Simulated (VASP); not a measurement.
# Si4Mo3 (I-43m) in VASP: relaxation of cell and atoms with PBE

Aim: the relaxation of cell and atoms of Si4Mo3 with PBE.

All numbers are computed with VASP 6.6.1; they aren't measurements. Logs are shortened: lines on timing, memory, paths and dates and some standing lists are left out, and cuts for length are marked.

**1. The cell of the first run**

The structure is cubic, space group I-43m (No. 217). The conventional cell has a = 6.280 Å, b = 6.280 Å, c = 6.280 Å, α = 90.00°, β = 90.00°, γ = 90.00°. Within 3.5 Å of Si (site symmetry 3m) lie 6 Mo at 2.67 to 2.78 Å and 6 Si at 3.15 Å. Within 3.5 Å of Mo (site symmetry -42m) lie 8 Si at 2.67 to 2.78 Å and 4 Mo at 3.14 Å.

The cell was built from a structure type or drawn by symmetry, and may not be a known phase.

**2. Relaxation of cell and atoms, PBE**

Contents of INCAR:

```
SYSTEM = Si4Mo3
ALGO = Normal ; EDIFF = 1E-7
EDIFFG = -0.08 ; ENCUT = 500
GGA = PE ; GGA_COMPAT = .FALSE.
IBRION = 2 ; ISIF = 3
ISMEAR = 0 ; LASPH = .TRUE.
LCHARG = .FALSE. ; LREAL = .FALSE.
LWAVE = .FALSE. ; NELM = 120
NELMIN = 4 ; NSW = 36
PREC = Accurate ; SIGMA = 0.2
```

Contents of KPOINTS:

```
k-points
0
G
  4 4 4
  0 0 0
```

Contents of POSCAR:

```
Si4Mo3
1.0
   -3.1398075400      3.1398075400      3.1398075400
    3.1398075400     -3.1398075400      3.1398075400
    3.1398075400      3.1398075400     -3.1398075400
Si Mo
4 3
Direct
    0.4686442000      0.4686442000      0.4686442000
    0.0000000000      0.0000000000      0.5313558000
    0.0000000000      0.5313558000      0.0000000000
    0.5313558000      0.0000000000      0.0000000000
    0.0000000000      0.5000000000      0.5000000000
    0.5000000000      0.0000000000      0.5000000000
    0.5000000000      0.5000000000      0.0000000000
```

Potentials or basis: VASP PAW PBE potentials, release 64 (Si, Mo_sv).

On the command line:

```
> cat potpaw_PBE.64/Si/POTCAR potpaw_PBE.64/Mo_sv/POTCAR > POTCAR
> mpirun -np 1 vasp_std > vasp.out
```

OUTCAR:

```text
SYSTEM = Si4Mo3
   EDIFF = 1E-7
   EDIFFG = -0.08
   ENCUT = 500
   GGA = PE
   IBRION = 2
   ISIF = 3
   ISMEAR = 0
   LASPH = .TRUE.
   LREAL = .FALSE.
   NELM = 120
   NELMIN = 4
   NSW = 36
   PREC = Accurate

 ion  position               nearest neighbor table
   1  0.469  0.469  0.469-   5 2.67   6 2.67   7 2.67   5 2.78   6 2.78   7 2.78
   2  0.000  0.000  0.531-   7 2.67   5 2.67   6 2.67   6 2.78   5 2.78   7 2.78
   3  0.000  0.531  0.000-   6 2.67   5 2.67   7 2.67   6 2.78   7 2.78   5 2.78
   4  0.531  0.000  0.000-   5 2.67   6 2.67   7 2.67   5 2.78   7 2.78   6 2.78
   5  0.000  0.500  0.500-   1 2.67   2 2.67   3 2.67   4 2.67   4 2.78   2 2.78   3 2.78   1 2.78
                             6 3.14   7 3.14   7 3.14   6 3.14
   6  0.500  0.000  0.500-   1 2.67   2 2.67   4 2.67   3 2.67   3 2.78   1 2.78   2 2.78   4 2.78
                             7 3.14   5 3.14   7 3.14   5 3.14
   7  0.500  0.500  0.000-   1 2.67   3 2.67   4 2.67   2 2.67   1 2.78   4 2.78   3 2.78   2 2.78
                             6 3.14   5 3.14   5 3.14   6 3.14

  LATTYP: Found a body centered cubic cell.
 ALAT       =     6.2796150800

  Lattice vectors:

 A1 = (  -3.1398075400,   3.1398075400,   3.1398075400)
 A2 = (   3.1398075400,  -3.1398075400,   3.1398075400)
 A3 = (   3.1398075400,   3.1398075400,  -3.1398075400)

Analysis of symmetry for initial positions (statically):
=====================================================================
 Subroutine PRICEL returns:
 Original cell was already a primitive cell.

 Routine SETGRP: Setting up the symmetry group for a
 body centered cubic supercell.

 Subroutine GETGRP returns: Found 24 space group operations
 (whereof 24 operations were pure point group operations)
 out of a pool of 48 trial point group operations.

The static configuration has the point symmetry T_d .

Analysis of symmetry for dynamics (positions and initial velocities):
=====================================================================
 Subroutine PRICEL returns:
 Original cell was already a primitive cell.

 Routine SETGRP: Setting up the symmetry group for a
 body centered cubic supercell.

 Subroutine GETGRP returns: Found 24 space group operations
 (whereof 24 operations were pure point group operations)
 out of a pool of 48 trial point group operations.

The dynamic configuration has the point symmetry T_d .

 Subroutine INISYM returns: Found 24 space group operations
 (whereof 24 operations are pure point group operations),
 and found     1 'primitive' translations

----------------------------------------------------------------------------------------

                                     Primitive cell

  volume of cell :     123.8138

  direct lattice vectors                    reciprocal lattice vectors
    -3.139807540  3.139807540  3.139807540     0.000000000  0.159245429  0.159245429
     3.139807540 -3.139807540  3.139807540     0.159245429  0.000000000  0.159245429
     3.139807540  3.139807540 -3.139807540     0.159245429  0.159245429  0.000000000

  length of vectors
     5.438306185  5.438306185  5.438306185     0.225207046  0.225207046  0.225207046

  position of ions in fractional coordinates (direct lattice)
     0.468644200  0.468644200  0.468644200
     0.000000000  0.000000000  0.531355800
     0.000000000  0.531355800  0.000000000
     0.531355800  0.000000000  0.000000000
     0.000000000  0.500000000  0.500000000
     0.500000000  0.000000000  0.500000000
     0.500000000  0.500000000  0.000000000

  ion indices of the primitive-cell ions
   primitive index   ion index
                 1           1
                 2           2
                 3           3
                 4           4
                 5           5
                 6           6
                 7           7

----------------------------------------------------------------------------------------

 KPOINTS: k-points

Automatic generation of k-mesh.
 Grid dimensions read from file:
 generate k-points for:    4    4    4

 Generating k-lattice:

  Cartesian coordinates                     Fractional coordinates (reciprocal lattice)
     0.000000000  0.039811357  0.039811357     0.250000000  0.000000000  0.000000000
     0.039811357  0.000000000  0.039811357     0.000000000  0.250000000  0.000000000
     0.039811357  0.039811357  0.000000000     0.000000000  0.000000000  0.250000000

  Length of vectors
     0.056301762  0.056301762  0.056301762

  Shift w.r.t. Gamma in fractional coordinates (k-lattice)
     0.000000000  0.000000000  0.000000000

 Subroutine IBZKPT returns following result:
 ===========================================

 Found      8 irreducible k-points:

 Following reciprocal coordinates:
            Coordinates               Weight
  0.000000  0.000000  0.000000      1.000000
  0.250000  0.000000  0.000000     12.000000
  0.500000  0.000000  0.000000      6.000000
  0.250000  0.250000  0.000000     24.000000
  0.250000  0.250000  0.250000      2.000000
 -0.250000  0.250000  0.250000      6.000000
  0.500000  0.500000  0.250000     12.000000
  0.500000  0.500000  0.500000      1.000000
   k-points           NKPTS =      8   k-points in BZ     NKDIM =      8   number of bands    NBANDS=     34
   number of dos      NEDOS =    301   number of ions     NIONS =      7
   total plane-waves  NPLWV =  64000
   dimension x,y,z NGX =    40 NGY =   40 NGZ =   40
   dimension x,y,z NGXF=    80 NGYF=   80 NGZF=   80
   ions per type =               4   3
   NGX,Y,Z   is equivalent  to a cutoff of  12.23, 12.23, 12.23 a.u.
   NGXF,Y,Z  is equivalent  to a cutoff of  24.46, 24.46, 24.46 a.u.
 SYSTEM =  Si4Mo3
   PREC   = accura    normal or accurate (medium, high low for compatibility)
   ISTART =      0    job   : 0-new  1-cont  2-samecut
   ICHARG =      2    charge: 1-file 2-atom 10-const
   ISPIN  =      1    spin polarized calculation?
   LNONCOLLINEAR =      F non collinear calculations
   LSORBIT =      F    spin-orbit coupling
   LASPH  =      T    aspherical Exc in radial PAW
   ENCUT  =  500.0 eV  36.75 Ry    6.06 a.u.   9.92  9.92  9.92*2*pi/ulx,y,z
   NELM   =    120;   NELMIN=  4; NELMDL= -5     # of ELM steps
   EDIFF  = 0.1E-06   stopping-criterion for ELM
   LREAL  =      F    real-space projection
   EDIFFG = -.8E-01   stopping-criterion for IOM
   NSW    =     36    number of steps for IOM
   IBRION =      2    ionic relax: 0-MD 1-quasi-New 2-CG
   NFREE  =      1    steps in history (QN), initial steepest desc. (CG)
   ISIF   =      3    stress and relaxation
   ISYM   =      2    0-nonsym 1-usesym 2-fastsym
   POTIM  = 0.5000    time-step for ionic-motion
   TEBEG  =    0.0;   TEEND  =   0.0 temperature during run
   PSTRESS=    0.0 pullay stress
   NELECT =      58.0000    total number of electrons
   NUPDOWN=      -1.0000    fix difference up-down
   EMIN   =  10.00;   EMAX   =-10.00  energy-range for DOS
   EFERMI =   0.00;   METHOD = LEGACY
   ISMEAR =     0;   SIGMA  =   0.20  broadening in eV -4-tet -1-fermi 0-gaus
   EFERMI_NEDOS =   21; number of points for ismear=-14 and -15
   IALGO  =     38    algorithm
   IMIX   =      4    mixing-type and parameters
     AMIX     =   0.40;   BMIX     =  1.00
     AMIX_MAG =   1.60;   BMIX_MAG =  1.00
  volume/ion in A,a.u.               =      17.69       119.36
  Fermi-wavevector in a.u.,A,eV,Ry     =   1.271436  2.402665 21.994488  1.616549
  Thomas-Fermi vector in A             =   2.404369
   LORBIT       =      0    0 simple, 1 ext, 2 COOP (PROOUT), +10 PAW based schemes
   GGA     = PE    functional components
   LHFCALC =     F    Hartree Fock is set to
   AEXX    =    0.0000 exact exchange contribution
   IVDW    =     0    specifies the selected vdW correction
   LEPSILON=     F    determine dielectric tensor
   LRPA    =     F    only Hartree local field effects (RPA)
 conjugate gradient relaxation of ions
 non-spin polarized calculation
 Gauss-broadening in eV      SIGMA  =   0.20
  energy-cutoff  :      500.00
  volume of cell :      123.81
 maximum number of plane-waves:      3252
   NGX = 19   NGY = 19   NGZ = 19

--------------------------------------- Ionic step        1  -------------------------------------------

 number of electron      57.9999999 magnetization

 Free energy of the ion-electron system (eV)
  ---------------------------------------------------
  ext. energy  EPLUGINS =         0.00000000
  ---------------------------------------------------
  free energy    TOTEN  =       -52.82923860 eV

  energy without entropy =      -52.65298309  energy(sigma->0) =      -52.74111084

 E-fermi :   8.6219     XC(G=0): -11.2355

 val. band max:        8.5637268890   @ k =   0.2500   0.0000   0.0000
 cond. band min:       8.6829670553   @ k =   0.5000   0.5000   0.2500
 fundamental gap:      0.1192401664
 Fermi energy:         8.6218664894

 k-point     1 :       0.0000    0.0000    0.0000
  band No.  band energies     occupation
      1     -52.0673      2.00000
      2     -52.0346      2.00000
      3     -52.0346      2.00000
      4     -26.3469      2.00000
      5     -26.3469      2.00000
      6     -26.3469      2.00000
[... 401 lines left out ...]
  FREE ENERGIE OF THE ION-ELECTRON SYSTEM (eV)
  ---------------------------------------------------
  free  energy   TOTEN  =       -53.7508413172 eV

  energy  without entropy=      -53.6089638025  energy(sigma->0) =      -53.67990256

[... ionic steps 4 to 12 ...]

--------------------------------------- Ionic step       13  -------------------------------------------

 number of electron      58.0000011 magnetization

------------------------ aborting loop because EDIFF is reached ----------------------------------------

  FORCE on cell =-STRESS in cart. coord.  units (eV):
  Direction    XX          YY          ZZ          XY          YZ          ZX
  --------------------------------------------------------------------------------------
  -------------------------------------------------------------------------------------
  Total       -1.0707631     -1.0707631     -1.0707631      0.0000000      0.0000000     -0.0000000
  in kB      -15.6222880    -15.6222880    -15.6222880      0.0000000      0.0000000     -0.0000000
  external PRESSURE =     -15.6222880 kB  Pullay stress =       0.0000000 kB
[... 67 lines left out ...]
  energy  without entropy=      -53.7596581682  energy(sigma->0) =      -53.84075214

--------------------------------------- Ionic step       15  -------------------------------------------

 number of electron      58.0000010 magnetization

 Free energy of the ion-electron system (eV)
  ---------------------------------------------------
  ext. energy  EPLUGINS =         0.00000000
  ---------------------------------------------------
  free energy    TOTEN  =       -53.93719389 eV

  energy without entropy =      -53.78286170  energy(sigma->0) =      -53.86002779

 E-fermi :  10.2812     XC(G=0): -11.8711

 val. band max:       10.2771222732   @ k =   0.5000   0.5000   0.2500
 cond. band min:      10.2909466367   @ k =   0.2500   0.0000   0.0000
 fundamental gap:      0.0138243634
 Fermi energy:        10.2812377202

 k-point     1 :       0.0000    0.0000    0.0000
  band No.  band energies     occupation
      1     -50.3666      2.00000
      2     -50.3104      2.00000
      3     -50.3104      2.00000
      4     -24.7263      2.00000
      5     -24.7263      2.00000
      6     -24.7263      2.00000
[... 319 lines left out ...]
  FREE ENERGIE OF THE ION-ELECTRON SYSTEM (eV)
  ---------------------------------------------------
  free  energy   TOTEN  =       -53.9371938911 eV

  energy  without entropy=      -53.7828616961  energy(sigma->0) =      -53.86002779

 reached required accuracy - stopping structural energy minimisation
```

It took 3.1 min on 1 thread of Intel Xeon 6975P-C (Granite Rapids), shared host; peak memory 0.25 GiB.

What came out:

```
Free energy                           : -53.9372 eV
Relaxed volume                        : 15.61 Å³/atom
Relaxed cell                          : a = 5.216 Å, b = 5.216 Å, c = 5.216 Å, α = 109.47°, β = 109.47°, γ = 109.47°
Space group after relaxing (to 0.1 Å) : I-43m (No. 217)
Energy gained by relaxing             : 158.3 meV/atom
Ionic steps                           : 15
Pressure after relaxing               : -0.4 GPa
Largest force after relaxing          : 0.041 eV/Å
Band gap on the k mesh                : zero (bands 29 and 30 overlap by 1.11 eV)
```

Forces in eV/Å, atoms in the order of the input:
```
Si  -0.024 -0.024 -0.024
Si   0.024  0.024 -0.024
Si   0.024 -0.024  0.024
Si  -0.024  0.024  0.024
Mo   0.000  0.000  0.000
Mo   0.000  0.000  0.000
Mo   0.000  0.000  0.000
```

Step by step:
| step | energy change (eV) | largest force (eV/Å) | pressure (GPa) | volume (Å³) |
| --- | --- | --- | --- | --- |
| 1 | 0.0000 | 0.1510 | -17.05 | 123.81 |
| 2 | 0.6050 | 0.0574 | 36.39 | 93.05 |
| 3 | -0.9216 | 0.1241 | -0.76 | 108.93 |
| 4 | -0.9228 | 0.1231 | -0.12 | 108.52 |
| 5 | -0.9226 | 0.1223 | 0.34 | 108.23 |
| 6 | -0.9252 | 0.1268 | -0.38 | 108.69 |
| 7 | -0.9258 | 0.1304 | -0.95 | 109.06 |
| 8 | -0.9269 | 0.1317 | -0.95 | 109.07 |
| 9 | -0.9301 | 0.1354 | -0.98 | 109.09 |
| 10 | -0.9368 | 0.1423 | -1.02 | 109.14 |
| 11 | -0.9511 | 0.1540 | -1.11 | 109.24 |
| 12 | -0.9822 | 0.1670 | -1.27 | 109.43 |
| 13 | -1.0427 | 0.1386 | -1.56 | 109.81 |
| 14 | -1.0926 | 0.0349 | -2.36 | 110.59 |
| 15 | -1.1080 | 0.0407 | -0.43 | 109.27 |

Final structure:
```
Si Mo
1.0
    -3.01172    3.01172    3.01172
     3.01172   -3.01172    3.01172
     3.01172    3.01172   -3.01172
Si Mo
4 3
Direct
  0.38518 0.38518 0.38518
  0.00000 0.00000 0.61482
  0.00000 0.61482 0.00000
  0.61482 0.00000 0.00000
  0.00000 0.50000 0.50000
  0.50000 0.00000 0.50000
  0.50000 0.50000 0.00000
```

Caveat: the relaxation stopped at a loose force limit of 0.08 eV/Å, so its end isn't a converged minimum.
